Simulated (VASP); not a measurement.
The system is Ti2O.

```
Ti O
1.0
     2.91940    0.00000    0.00000
    -1.45970    2.52827    0.00000
     0.00000    0.00000    4.71300
Ti O
2 1
Cartesian
  1.4597 0.8428 1.3137
  0.0000 1.6855 3.3993
  0.0000 0.0000 0.0000
```

| Property | Result |
| --- | --- |
| Program | VASP 6.6.1 |
| Task | relaxation of cell and atoms |
| Functional | r2SCAN |
| Potentials or basis | VASP PAW PBE potentials, release 64 (Ti_sv, O) |
| Cutoff | 600 eV |
| k mesh | 6 × 6 × 4 |
| Occupations | gaussian, width 0.1 eV |
| Spin | no spin polarisation |

At the start: pressure 10.2 GPa; volume 11.60 Å³/atom.

Task: How do energy, volume and symmetry change on relaxing?

Result: Over 10 steps the energy falls by 31.1 meV/atom and the volume is 12.15 Å³/atom (+4.8 %); space group P-3m1 (No. 164, to 0.05 Å).

The path:
```csv
step,energy change (eV),largest force (eV/Å),pressure (GPa),volume (Å³)
1,0.0000,0.8948,10.16,34.79
2,-0.0198,0.0340,-9.93,38.62
3,-0.0848,0.3387,-1.55,36.74
4,-0.0849,0.3474,-1.35,36.70
5,-0.0918,0.0339,0.56,36.38
6,-0.0918,0.0510,0.47,36.40
7,-0.0930,0.0156,-0.11,36.52
8,-0.0932,0.0092,-0.54,36.61
9,-0.0932,0.0042,-0.47,36.59
10,-0.0933,0.0109,0.27,36.46
```

Final structure:
```xyz
3
Lattice="2.9605 0.0000 0.0000 -1.4803 2.5639 0.0000 0.0000 0.0000 4.8040" Properties=species:S:1:pos:R:3 pbc="T T T"
Ti    1.4803    0.8546    1.2902
Ti    0.0000    1.7093    3.5139
O     0.0000    0.0000    0.0000
```

Caveat: the k points lie up to 0.41 Å⁻¹ apart in the final cell; the PAW data sets were made with another functional, which shifts forces and pressure a little.
